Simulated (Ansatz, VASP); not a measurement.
# One calculation of LuH2, two programs

File INCAR:

```
PREC = Accurate
ENCUT = 520
EDIFF = 1E-6
ISMEAR = -1
SIGMA = 0.02
LREAL = F
LASPH = T
NELM = 100
ALGO = Normal
ISIF = 2
LWAVE = F
LCHARG = F
GGA = CA
NBANDS = 20
```

File KPOINTS:

```
regular mesh
0
Gamma
  8 8 8
```

POSCAR

```
LuH2
1.0
    0.0000000000      2.4824890740      2.4824890740
    2.4824890740      0.0000000000      2.4824890740
    2.4824890740      2.4824890740      0.0000000000
Lu H
1 2
Direct
    0.0000000000      0.0000000000      0.0000000000
    0.2500000000      0.2500000000      0.2500000000
    0.7500000000      0.7500000000      0.7500000000
```

Input for Ansatz:

```yaml
crystal:
  lattice:
    - [0.0, 2.482489074, 2.482489074]
    - [2.482489074, 0.0, 2.482489074]
    - [2.482489074, 2.482489074, 0.0]
  atoms:
    - { symbol: Lu, position: [0.0, 0.0, 0.0] }
    - { symbol: H, position: [0.25, 0.25, 0.25] }
    - { symbol: H, position: [0.75, 0.75, 0.75] }
kpoints:
  mp_grid: { grid: [8, 8, 8] }
  band_path:
    path:
      - [0.0, 0.0, 0.0]
      - [0.5, 0.0, 0.5]
      - [0.625, 0.25, 0.625]
      - [0.375, 0.375, 0.75]
      - [0.0, 0.0, 0.0]
      - [0.5, 0.5, 0.5]
      - [0.5, 0.25, 0.75]
      - [0.5, 0.0, 0.5]
    npoints: 5
scf:
  occupations: { method: fermi_dirac, width: 0.02 }
hamiltonian:
  xc: lda
  pseudopotentials: { kind: all_electron, lapw: { basis_error: 0.001 } }
output:
  forces: true
  stress: true
  eigenvalues: true
```

Change from the starting cell: volume scaled by 0.96.

Alike in both runs: task single point; functional LDA; k mesh 8 × 8 × 8; occupations fermi-dirac, width 0.02 eV; no spin polarisation.

|  | VASP | Ansatz |
| --- | --- | --- |
| version | VASP 6.6.1 | Ansatz 0.2.0 |
| potentials or method | VASP PAW PBE potentials, release 64 (Lu, H), cutoff 520 eV | all-electron LAPW, scalar-relativistic |

VASP gave:

```
pressure (GPa) : -2.6
```

**Question.** What did Ansatz give for the same quantities?

**Answer.** Pressure (GPa): -3.3.

VASP's potentials were made for PBE, not for LDA. LDA's correlation is that of Perdew and Zunger in VASP and of Perdew and Wang (1992) in Ansatz. Ansatz ran all-electron here, and VASP with PAW potentials.

Neither program's run includes spin-orbit coupling.
